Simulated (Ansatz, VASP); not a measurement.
# Two plane-wave programs on CsI

```
Cs I
1.0
     4.40182    0.00000    0.00000
     0.00000    4.40182    0.00000
     0.00000    0.00000    4.40182
Cs I
1 1
Direct
  0.00000 0.00000 0.00000
  0.50000 0.50000 0.50000
```

Alike in both runs: functional LDA; k mesh 6 × 6 × 6; occupations fermi-dirac, width 0.05 eV; no spin polarisation.

Ansatz relaxed the structure, and its values are those at the end. VASP's run is a single point on that final structure, the one shown.

|  | VASP | Ansatz |
| --- | --- | --- |
| version | VASP 6.6.1 | Ansatz 0.2.0 |
| potentials or method | VASP PAW LDA potentials, release 64 (Cs_sv, I) | plane waves, PAW |
| plane-wave cutoff (eV) | 500 | 420 |
| valence electrons in the cell | 16 | 26 |

|  | VASP | Ansatz | Ansatz less VASP |
| --- | --- | --- | --- |
| pressure (GPa) | 0.1 | 0.0 | -0.08 |

LDA's correlation is that of Perdew and Zunger in VASP and of Perdew and Wang (1992) in Ansatz. VASP's potentials hold 16 valence electrons a cell and Ansatz's 26, so a difference there can come from the potentials and not from the codes.

Spin-orbit coupling is off throughout.
